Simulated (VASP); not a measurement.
# BAs in VASP: relaxation of the atoms with PBE

Aim: the relaxation of the atoms of BAs with PBE.

All numbers are computed with VASP 6.6.1; they aren't measurements. Logs are shortened: lines on timing, memory, paths and dates and some standing lists are left out, and cuts for length are marked.

## (1) The cell of the first run

The cell holds a slab with vacuum, 10 atoms: a = 3.400 Å, b = 3.400 Å, c = 25.820 Å, α = 90.00°, β = 90.00°, γ = 90.00°.

## (2) Relaxation of the atoms, PBE

INCAR

```
SYSTEM = BAs
PREC = Accurate
ENCUT = 520
EDIFF = 1E-6
ISMEAR = 0
SIGMA = 0.05
LREAL = .False.
LASPH = .True.
NELM = 80
ALGO = Fast
ISIF = 2
LWAVE = .False.
LCHARG = .False.
LDIPOL = .True.
IDIPOL = 3
DIPOL = 0.5 0.5 0.500
GGA = PE
IBRION = 2
NSW = 80
EDIFFG = -0.02
```

KPOINTS

```
regular mesh
0
Gamma
  8 8 1
  0 0 0
```

POSCAR

```
BAs
1.0
    3.4003508741      0.0000000000      0.0000000000
    0.0000000000      3.4003508741      0.0000000000
    0.0000000000      0.0000000000     25.8198502268
As B
5 5
Direct
    0.0000000000      0.5000000000      0.2904741869
    0.5000000000      0.0000000000      0.3835967705
    0.0000000000      0.5000000000      0.4767193541
    0.5000000000      0.0000000000      0.5698419377
    0.0000000000      0.5000000000      0.6629645213
    0.5000000000      0.5000000000      0.3370354787
    0.0000000000      0.0000000000      0.4301580623
    0.5000000000      0.5000000000      0.5232806459
    0.0000000000      0.0000000000      0.6164032295
    0.5000000000      0.5000000000      0.7095258131
```

Potentials or basis: VASP PAW PBE potentials, release 64 (As, B).

On the command line:

```sh
$ cat potpaw_PBE.64/As/POTCAR potpaw_PBE.64/B/POTCAR > POTCAR
$ mpirun -np 1 vasp_std > vasp.out
```

OUTCAR:

```text
SYSTEM = BAs
   PREC = Accurate
   ENCUT = 520
   EDIFF = 1E-6
   ISMEAR = 0
   LREAL = .False.
   LASPH = .True.
   NELM = 80
   ISIF = 2
   GGA = PE
   IBRION = 2
   NSW = 80
   EDIFFG = -0.02

 ion  position               nearest neighbor table
   1  0.000  0.500  0.290-   6 2.08   6 2.08
   2  0.500  0.000  0.384-   6 2.08   6 2.08   7 2.08   7 2.08
   3  0.000  0.500  0.477-   7 2.08   7 2.08   8 2.08   8 2.08
   4  0.500  0.000  0.570-   8 2.08   8 2.08   9 2.08   9 2.08
   5  0.000  0.500  0.663-   9 2.08   9 2.08  10 2.08  10 2.08
   6  0.500  0.500  0.337-   2 2.08   2 2.08   1 2.08   1 2.08
   7  0.000  0.000  0.430-   3 2.08   3 2.08   2 2.08   2 2.08
   8  0.500  0.500  0.523-   4 2.08   4 2.08   3 2.08   3 2.08
   9  0.000  0.000  0.616-   5 2.08   5 2.08   4 2.08   4 2.08
  10  0.500  0.500  0.710-   5 2.08   5 2.08

  LATTYP: Found a simple tetragonal cell.
 ALAT       =     3.4003508741
 C/A-ratio  =     7.5932899818

  Lattice vectors:

 A1 = (   3.4003508741,   0.0000000000,   0.0000000000)
 A2 = (   0.0000000000,   3.4003508741,   0.0000000000)
 A3 = (   0.0000000000,   0.0000000000,  25.8198502268)

Analysis of symmetry for initial positions (statically):
=====================================================================
 Subroutine PRICEL returns:
 Original cell was already a primitive cell.

 Routine SETGRP: Setting up the symmetry group for a
 simple tetragonal supercell.

 Subroutine GETGRP returns: Found  4 space group operations
 (whereof  4 operations were pure point group operations)
 out of a pool of 16 trial point group operations.

The static configuration has the point symmetry C_2v.

Analysis of symmetry for dynamics (positions and initial velocities):
=====================================================================
 Subroutine PRICEL returns:
 Original cell was already a primitive cell.

 Routine SETGRP: Setting up the symmetry group for a
 simple tetragonal supercell.

 Subroutine GETGRP returns: Found  4 space group operations
 (whereof  4 operations were pure point group operations)
 out of a pool of 16 trial point group operations.

The dynamic configuration has the point symmetry C_2v.

 Subroutine INISYM returns: Found  4 space group operations
 (whereof  4 operations are pure point group operations),
 and found     1 'primitive' translations

----------------------------------------------------------------------------------------

                                     Primitive cell

  volume of cell :     298.5391

  direct lattice vectors                    reciprocal lattice vectors
     3.400350874  0.000000000  0.000000000     0.294087298  0.000000000  0.000000000
     0.000000000  3.400350874  0.000000000     0.000000000  0.294087298  0.000000000
     0.000000000  0.000000000 25.819850227     0.000000000  0.000000000  0.038729892

  length of vectors
     3.400350874  3.400350874 25.819850227     0.294087298  0.294087298  0.038729892

  position of ions in fractional coordinates (direct lattice)
     0.000000000  0.500000000  0.290474187
     0.500000000  0.000000000  0.383596770
     0.000000000  0.500000000  0.476719354
     0.500000000  0.000000000  0.569841938
     0.000000000  0.500000000  0.662964521
     0.500000000  0.500000000  0.337035479
     0.000000000  0.000000000  0.430158062
     0.500000000  0.500000000  0.523280646
     0.000000000  0.000000000  0.616403230
     0.500000000  0.500000000  0.709525813

  ion indices of the primitive-cell ions
   primitive index   ion index
                 1           1
                 2           2
                 3           3
                 4           4
                 5           5
                 6           6
                 7           7
                 8           8
                 9           9
[... 24 lines left out ...]
 ===========================================

 Found     25 irreducible k-points:

 Following reciprocal coordinates:
            Coordinates               Weight
  0.000000  0.000000  0.000000      1.000000
  0.125000  0.000000  0.000000      2.000000
  0.000000  0.125000  0.000000      2.000000
  0.250000  0.000000  0.000000      2.000000
  0.000000  0.250000  0.000000      2.000000
  0.375000  0.000000  0.000000      2.000000
[... 16 lines left out ...]
  0.500000  0.375000  0.000000      2.000000
 -0.375000  0.500000  0.000000      2.000000
   k-points           NKPTS =     25   k-points in BZ     NKDIM =     25   number of bands    NBANDS=     26
   number of dos      NEDOS =    301   number of ions     NIONS =     10
   total plane-waves  NPLWV = 150528
   dimension x,y,z NGX =    28 NGY =   28 NGZ =  192
   dimension x,y,z NGXF=    56 NGYF=   56 NGZF=  384
   ions per type =               5   5
   NGX,Y,Z   is equivalent  to a cutoff of  13.69, 13.69, 12.36 a.u.
   NGXF,Y,Z  is equivalent  to a cutoff of  27.38, 27.38, 24.72 a.u.
 SYSTEM =  BAs
   PREC   = accura    normal or accurate (medium, high low for compatibility)
   ISTART =      0    job   : 0-new  1-cont  2-samecut
   ICHARG =      2    charge: 1-file 2-atom 10-const
   ISPIN  =      1    spin polarized calculation?
   LNONCOLLINEAR =      F non collinear calculations
   LSORBIT =      F    spin-orbit coupling
   LASPH  =      T    aspherical Exc in radial PAW
   ENCUT  =  520.0 eV  38.22 Ry    6.18 a.u.   6.32  6.32 48.01*2*pi/ulx,y,z
   NELM   =     80;   NELMIN=  2; NELMDL= -5     # of ELM steps
   EDIFF  = 0.1E-05   stopping-criterion for ELM
   LREAL  =      F    real-space projection
   EDIFFG = -.2E-01   stopping-criterion for IOM
   NSW    =     80    number of steps for IOM
   IBRION =      2    ionic relax: 0-MD 1-quasi-New 2-CG
   NFREE  =      1    steps in history (QN), initial steepest desc. (CG)
   ISIF   =      2    stress and relaxation
   ISYM   =      2    0-nonsym 1-usesym 2-fastsym
   POTIM  = 0.5000    time-step for ionic-motion
   TEBEG  =    0.0;   TEEND  =   0.0 temperature during run
   PSTRESS=    0.0 pullay stress
   NELECT =      40.0000    total number of electrons
   NUPDOWN=      -1.0000    fix difference up-down
   EMIN   =  10.00;   EMAX   =-10.00  energy-range for DOS
   EFERMI =   0.00;   METHOD = LEGACY
   ISMEAR =     0;   SIGMA  =   0.05  broadening in eV -4-tet -1-fermi 0-gaus
   EFERMI_NEDOS =   21; number of points for ismear=-14 and -15
   IALGO  =     68    algorithm
   IMIX   =      4    mixing-type and parameters
     AMIX     =   0.40;   BMIX     =  1.00
     AMIX_MAG =   1.60;   BMIX_MAG =  1.00
  volume/ion in A,a.u.               =      29.85       201.46
  Fermi-wavevector in a.u.,A,eV,Ry     =   0.837711  1.583045  9.548030  0.701760
  Thomas-Fermi vector in A             =   1.951646
   LORBIT       =      0    0 simple, 1 ext, 2 COOP (PROOUT), +10 PAW based schemes
   GGA     = PE    functional components
   LHFCALC =     F    Hartree Fock is set to
   AEXX    =    0.0000 exact exchange contribution
   IVDW    =     0    specifies the selected vdW correction
   LEPSILON=     F    determine dielectric tensor
   LRPA    =     F    only Hartree local field effects (RPA)
 conjugate gradient relaxation of ions
 non-spin polarized calculation
 RMM-DIIS sequential band-by-band and
 Gauss-broadening in eV      SIGMA  =   0.05
  energy-cutoff  :      520.00
  volume of cell :      298.54
 maximum number of plane-waves:      8080
 NGX is ok and might be reduce to    28
   NGX = 13   NGY = 13   NGZ = 97

 dipolmoment           0.000000      0.000000      0.018072 electrons x Angstroem

--------------------------------------- Ionic step        1  -------------------------------------------

 number of electron      40.0000000 magnetization

 Free energy of the ion-electron system (eV)
  ---------------------------------------------------
  ext. energy  EPLUGINS =         0.00000000
  ---------------------------------------------------
  free energy    TOTEN  =       -52.68064912 eV

  energy without entropy =      -52.67154774  energy(sigma->0) =      -52.67609843

------------------------ aborting loop because EDIFF is reached ----------------------------------------

 vacuum level on the upper side and lower side of the slab       (xc-potential included)        -0.240        -0.090

  FORCE on cell =-STRESS in cart. coord.  units (eV):
  Direction    XX          YY          ZZ          XY          YZ          ZX
  --------------------------------------------------------------------------------------
  -------------------------------------------------------------------------------------
  Total       -0.3287665     -3.1831405     -0.9947147      0.0000000      0.0000000      0.0000000
  in kB       -1.7643997    -17.0830419     -5.3383608      0.0000000      0.0000000      0.0000000
  external PRESSURE =      -8.0619341 kB  Pullay stress =       0.0000000 kB
[... 113 lines left out ...]
  FREE ENERGIE OF THE ION-ELECTRON SYSTEM (eV)
  ---------------------------------------------------
  free  energy   TOTEN  =       -52.7901385225 eV

  energy  without entropy=      -52.7830370154  energy(sigma->0) =      -52.78658777

[... ionic steps 4 to 13 ...]

--------------------------------------- Ionic step       14  -------------------------------------------

 number of electron      40.0000000 magnetization

------------------------ aborting loop because EDIFF is reached ----------------------------------------
[... 83 lines left out ...]
--------------------------------------- Ionic step       16  -------------------------------------------

 number of electron      40.0000000 magnetization

 dipolmoment           0.000000      0.000000     -0.033371 electrons x Angstroem

 Free energy of the ion-electron system (eV)
  ---------------------------------------------------
  ext. energy  EPLUGINS =         0.00000000
  ---------------------------------------------------
  free energy    TOTEN  =       -52.80686437 eV

  energy without entropy =      -52.79953834  energy(sigma->0) =      -52.80320135

 E-fermi :  -0.3667     XC(G=0):  -5.6195

 val. band max:       -0.3696146306   @ k =   0.1250   0.0000   0.0000
 cond. band min:      -0.3540088175   @ k =   0.5000   0.3750   0.0000
 fundamental gap:      0.0156058131
 Fermi energy:        -0.3667040184

 k-point     1 :       0.0000    0.0000    0.0000
  band No.  band energies     occupation
      1     -15.4046      2.00000
      2     -14.6539      2.00000
      3     -13.7266      2.00000
      4     -12.6040      2.00000
      5     -11.0280      2.00000
      6      -8.1057      2.00000
[... 685 lines left out ...]
     25       2.4917      0.00000
     26       2.8291      0.00000

 [... further k-points ...]

------------------------ aborting loop because EDIFF is reached ----------------------------------------

 vacuum level on the upper side and lower side of the slab       (xc-potential included)        -0.281         0.237

  FORCE on cell =-STRESS in cart. coord.  units (eV):
  Direction    XX          YY          ZZ          XY          YZ          ZX
  --------------------------------------------------------------------------------------
  -------------------------------------------------------------------------------------
  Total        0.7628613     -3.6639784     -0.0192344      0.0000000      0.0000000      0.0000000
  in kB        4.0940671    -19.6635668     -0.1032256      0.0000000      0.0000000      0.0000000
  external PRESSURE =      -5.2242418 kB  Pullay stress =       0.0000000 kB
[... 25 lines left out ...]
  FREE ENERGIE OF THE ION-ELECTRON SYSTEM (eV)
  ---------------------------------------------------
  free  energy   TOTEN  =       -52.8068643660 eV

  energy  without entropy=      -52.7995383401  energy(sigma->0) =      -52.80320135

 reached required accuracy - stopping structural energy minimisation

 vacuum level on the upper side and lower side of the slab         5.022         5.548
```

It took 46 min on 1 thread of Oxide Virtual Turin-like, shared host; peak memory 0.48 GiB.

What came out:

```
Free energy                  : -52.8069 eV
Energy gained by relaxing    : 12.6 meV/atom
Ionic steps                  : 16
Largest force after relaxing : 0.004 eV/Å
Band gap on the k mesh       : zero (bands 20 and 21 overlap by 1.03 eV)
```

Forces in eV/Å, atoms in the order of the input:
```
As   0.000  0.000 -0.002
As   0.000  0.000  0.001
As   0.000  0.000 -0.002
As   0.000  0.000 -0.004
As   0.000  0.000 -0.001
B    0.000  0.000  0.000
B    0.000  0.000  0.004
B    0.000  0.000  0.002
B    0.000  0.000 -0.001
B    0.000  0.000  0.003
```

The path:
```csv
step,energy change (eV),largest force (eV/Å),pressure (GPa)
1,0.0000,1.3688,-0.81
2,-0.1057,0.4848,-0.80
3,-0.1095,0.4276,-0.78
4,-0.1203,0.1475,-0.72
5,-0.1218,0.1915,-0.68
6,-0.1245,0.0876,-0.65
7,-0.1246,0.0967,-0.64
8,-0.1256,0.0420,-0.62
9,-0.1257,0.0608,-0.62
10,-0.1259,0.0256,-0.61
11,-0.1259,0.0347,-0.60
12,-0.1260,0.0219,-0.60
13,-0.1260,0.0236,-0.59
14,-0.1261,0.0243,-0.58
15,-0.1262,0.0247,-0.55
16,-0.1262,0.0044,-0.52
```

Final structure:
```
CELL_PARAMETERS angstrom
3.40035 0.00000 0.00000
0.00000 3.40035 0.00000
0.00000 0.00000 25.81985
ATOMIC_POSITIONS crystal
As 0.00000 0.50000 0.29005
As 0.50000 0.00000 0.38405
As 0.00000 0.50000 0.47716
As 0.50000 0.00000 0.57075
As 0.00000 0.50000 0.66493
B 0.50000 0.50000 0.33742
B 0.00000 0.00000 0.43072
B 0.50000 0.50000 0.52384
B 0.00000 0.00000 0.61671
B 0.50000 0.50000 0.70437
```

Levels at points of the mesh, in eV from the Fermi level:
```csv
k point,band 18,band 19,band 20,band 21,band 22,band 23
"(0.00, 0.00, 0.00)",-0.14,-0.11,0.36,1.43,1.52,1.97
"(0.50, 0.00, 0.00)",-1.13,-1.08,-0.45,2.45,2.95,3.12
"(0.00, 0.50, 0.00)",-0.81,-0.59,-0.25,0.08,0.59,2.94
"(0.50, 0.50, 0.00)",-3.54,-1.40,-1.14,-0.68,-0.17,2.36
```
